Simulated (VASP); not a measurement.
Wanted: the native input for a VASP 6.6.1 run.

```yaml
Task: relaxation of cell and atoms
Functional: PBE
Potentials_or_basis: VASP PAW PBE potentials, release 64 (Re, Sb)
Cutoff: 600 eV
k_mesh: 12 × 12 × 14
Occupations: gaussian, width 0.1 eV
Spin: no spin polarisation
Dipole_correction: no
Further_INCAR_settings: ALGO = Fast; EDIFF = 1e-06; IBRION = 2; EDIFFG = -0.01; NSW = 100; ISIF = 3
```

The structure of Re2Sb lies in POSCAR:

```
Re2Sb
1.0
    4.3828707381      0.0000000000      0.0000000000
   -2.1914353691      3.7956774007      0.0000000000
    0.0000000000      0.0000000000      3.3081765938
Re Sb
2 1
Direct
    0.3333333333      0.6666666667      0.5000000000
    0.6666666667      0.3333333333      0.5000000000
    0.0000000000      0.0000000000      0.0000000000
```

These files were run (other wordings do the same):

INCAR

```
ALGO     = Fast           # electronic algorithm
EDIFF    = 1E-6           # SCF threshold, eV
EDIFFG   = -0.01          # ionic threshold
ENCUT    = 600            # plane-wave cutoff, eV
GGA      = PE             # functional
IBRION   = 2              # ionic algorithm
ISIF     = 3              # what is computed and relaxed
ISMEAR   = 0              # smearing method
LASPH    = T              # aspherical terms in the spheres
LCHARG   = F              # write CHGCAR
LREAL    = F              # projectors in reciprocal space
LWAVE    = F              # write WAVECAR
NELM     = 100            # most SCF steps
NSW      = 100            # ionic steps
PREC     = Accurate       # precision mode
SIGMA    = 0.1            # smearing width, eV
```

KPOINTS

```
k-points
0
Gamma
  12 12 14
```

Potentials or basis: VASP PAW PBE potentials, release 64 (Re, Sb).

The run is started by

```sh
$ cat potpaw_PBE.64/Re/POTCAR potpaw_PBE.64/Sb/POTCAR > POTCAR
$ mpirun -np 1 vasp_std > vasp.out
```

It gave:

The relaxed volume is 18.33 Å³/atom. The relaxed cell is a = 4.372 Å, b = 4.372 Å, c = 3.321 Å, α = 90.00°, β = 90.00°, γ = 120.00° and the space group after relaxing (to 0.1 Å) is P6/mmm (No. 191). The energy gained by relaxing is 0.3 meV/atom. The ionic steps are 8 and the pressure after relaxing is 0.0 GPa. The band gap on the k mesh is zero (an odd number of electrons rules out a gap without spin polarisation).

Caveat: spin-orbit coupling is left out, which moves the levels of the heavy elements.

Wall time 16 min on 1 thread of Oxide Virtual Turin-like Processor, with other jobs on the host, peak memory 0.29 GiB.
